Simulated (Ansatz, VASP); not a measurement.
BaTa2 in VASP and in Ansatz

```
CELL_PARAMETERS angstrom
0.00000 3.26357 3.26357
3.26357 0.00000 3.26357
3.26357 3.26357 0.00000
ATOMIC_POSITIONS crystal
Ba 0.00000 0.00000 0.00000
Ta 0.25000 0.25000 0.25000
Ta 0.75000 0.75000 0.75000
```

Alike in both runs: task relaxation of cell and atoms; functional PBE; k mesh 4 × 4 × 4; occupations gaussian, width 0.1 eV; no spin polarisation.

|  | VASP | Ansatz |
| --- | --- | --- |
| version | VASP 6.6.1 | Ansatz 0.2.0 |
| potentials or method | VASP PAW PBE potentials, release 64 (Ba_sv, Ta_pv), cutoff 600 eV | scalar-relativistic, plane waves, PAW |
| valence electrons in the cell | 32 | 36 |

VASP gave:

| Item | Value |
| --- | --- |
| gap on the k mesh at the Fermi level, each at its own relaxed structure (eV) | none |
| relaxed volume (Å³/atom) | 25.81 |
| relaxed cell length with the largest relative difference (Å) | 4.784 |

Problem. Which values does Ansatz return?

Solution. gap on the k mesh at the Fermi level, each at its own relaxed structure (eV): none; relaxed volume (Å³/atom): 24.81; relaxed cell length with the largest relative difference (Å): 4.721.

A gap of «none» marks a metal or a gap that the smearing closes. VASP's potentials hold 32 valence electrons a cell and Ansatz's 36, so a difference there can come from the potentials and not from the codes.

The k mesh is coarse, so the values compare programs but aren't converged. Neither program's run includes spin-orbit coupling.
